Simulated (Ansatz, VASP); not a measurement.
## TiC in VASP and in Ansatz

```
Ti C
1.0
     2.61803    0.00000    0.00000
     0.00000    2.61803    0.00000
     0.00000    0.00000    2.89403
Ti C
1 1
Cartesian
  0.0000 0.0000 0.0000
  1.3090 1.3090 1.4470
```

Alike in both runs: functional PBE; k mesh 7 × 7 × 5; no spin polarisation.

Ansatz relaxed the structure, and its values are those at the end. VASP's run is a single point on that final structure, the one shown.

|  | VASP | Ansatz |
| --- | --- | --- |
| version | VASP 6.6.1 | Ansatz 0.2.0 |
| potentials or method | VASP PAW PBE potentials, release 64 (Ti_sv, C), cutoff 600 eV | PAW plane waves |
| occupations | fermi-dirac, width 0.1 eV | fermi-dirac |
| valence electrons in the cell | 16 | 16 |

```csv
,VASP,Ansatz,Ansatz less VASP
gap on the k mesh at the Fermi level (eV),none,none,-
pressure (GPa),0.0,0.0,-0.01
```

A gap of «none» marks a metal or a gap that the smearing closes.

The k mesh is coarse, so the values compare programs but aren't converged.
